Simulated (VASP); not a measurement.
A run of VASP 6.6.1:

The input INCAR:

```
SYSTEM = TaBiO
  ALGO = Normal
  EDIFF = 1E-6
  ENCUT = 600
  GGA = PE
  GGA_COMPAT = .False.
  ISIF = 2
  ISMEAR = 0
  LASPH = .True.
  LCHARG = .False.
  LREAL = .False.
  LWAVE = .False.
  NBANDS = 23
  NELM = 120
  PREC = Accurate
  SIGMA = 0.15
```

The input KPOINTS:

```
k-points
0
Gamma
  4 4 3
  0 0 0
```

POSCAR

```
TaBiO
1.0
    2.1715700253     -2.1721055673      0.0000000000
    2.1715700253      2.1721055673      0.0000000000
    0.0000000000      0.0000000000      5.8828186276
Ta Bi O
1 1 1
Direct
    0.5000000000      0.5000000000      0.5000000000
    0.5000000000      0.5000000000      0.0000000000
    0.0000000000      0.0000000000      0.5000000000
```

Potentials or basis: VASP PAW PBE potentials, release 64 (Ta_pv, Bi_d, O).

Launch:

```sh
$ cat potpaw_PBE.64/Ta_pv/POTCAR potpaw_PBE.64/Bi_d/POTCAR potpaw_PBE.64/O/POTCAR > POTCAR
$ mpirun -np 1 vasp_std > vasp.out
```

Hardware: 1 thread of Intel(R) Xeon(R) 6975P-C (Granite Rapids), with other jobs on the host.

**Question.** How long does it take, and how much memory?

**Answer.** Wall time 11 s on 1 thread of Intel(R) Xeon(R) 6975P-C (Granite Rapids) (shared host), peak memory 0.19 GiB. Counts: scf iterations 13, k points 14.
